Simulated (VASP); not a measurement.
Crystal: MgSe5.

```
CELL_PARAMETERS angstrom
4.53166 0.00000 0.00000
-2.26583 3.92453 0.00000
0.00000 0.00000 9.54333
ATOMIC_POSITIONS crystal
Mg 0.00000 0.00000 0.50000
Se 0.33333 0.66667 0.00000
Se 0.66667 0.33333 0.00000
Se 0.00000 0.00000 0.00000
Se 0.00000 0.00000 0.70137
Se 0.00000 0.00000 0.29863
```

The cell was built from a structure type or drawn by symmetry, and may not be a known phase.

- Program: VASP 6.6.1
- Task: relaxation of cell and atoms
- Functional: PBE
- Potentials or basis: VASP PAW PBE potentials, release 64 (Mg, Se)
- Cutoff: 600 eV
- k mesh: 6 × 6 × 2
- Occupations: gaussian, width 0.1 eV
- Spin: no spin polarisation

At the start: pressure 17.1 GPa; volume 28.29 Å³/atom.

Q: Where does the relaxation end?

A: Over 16 steps the energy falls by 721.0 meV/atom and the volume is 34.89 Å³/atom (+23.3 %); space group P6/mmm (No. 191, to 0.1 Å) before and after.

The path:
```tsv
step	energy change (eV)	largest force (eV/Å)	pressure (GPa)	volume (Å³)
1	0.0000	10.5428	17.07	169.72
2	-2.5454	0.7081	-3.29	253.13
3	-3.8971	0.4027	0.68	207.75
4	-3.9073	0.3160	0.93	206.30
5	-3.9145	0.1081	1.48	203.36
6	-4.0627	0.2005	-0.23	212.32
7	-4.0897	0.4557	-1.31	219.69
8	-4.2246	0.8444	-1.05	215.92
9	-3.0728	1.0188	5.94	202.90
10	-4.2308	1.0489	-0.71	214.82
11	-4.2358	1.1171	-0.43	213.94
12	-4.2958	0.3028	0.40	209.18
13	-4.2964	0.3843	0.31	209.59
14	-4.3226	0.0893	-0.38	210.97
15	-4.3239	0.0122	-0.27	210.72
16	-4.3257	0.0242	-0.09	209.32
```

Final structure:
```
Mg Se
1.0
     4.96504    0.00000    0.00000
    -2.48252    4.29985    0.00000
     0.00000    0.00000    9.80462
Mg Se
1 5
Direct
  0.00000 0.00000 0.50000
  0.33333 0.66667 0.00000
  0.66667 0.33333 0.00000
  0.00000 0.00000 0.00000
  0.00000 0.00000 0.74011
  0.00000 0.00000 0.25989
```

Caveat: the volume moved by over 15 % at a fixed basis, so the end points are rough.
